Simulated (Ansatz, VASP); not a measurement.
## Be: VASP beside Ansatz

```
CELL_PARAMETERS angstrom
2.14141 0.00000 0.00000
0.00000 2.14141 0.00000
0.00000 0.00000 2.14141
ATOMIC_POSITIONS crystal
Be 0.00000 0.00000 0.00000
```

Change from the starting cell: volume scaled by 1, crystal datasets.

Alike in both runs: task single point; functional LDA; k mesh 21 × 21 × 21; occupations fermi-dirac, width 0.1 eV; no spin polarisation.

|  | VASP | Ansatz |
| --- | --- | --- |
| version | VASP 6.6.1 | Ansatz 0.2.0 |
| potentials or method | VASP PAW LDA potentials, release 64 (Be), cutoff 600 eV | all-electron PAW with datasets made for the crystal, scalar-relativistic |

|  | VASP | Ansatz | Ansatz less VASP |
| --- | --- | --- | --- |
| pressure (GPa) | 0.2 | 0.0 | -0.28 |

LDA's correlation is that of Perdew and Zunger in VASP and of Perdew and Wang (1992) in Ansatz. Ansatz ran all-electron here, and VASP with PAW potentials.
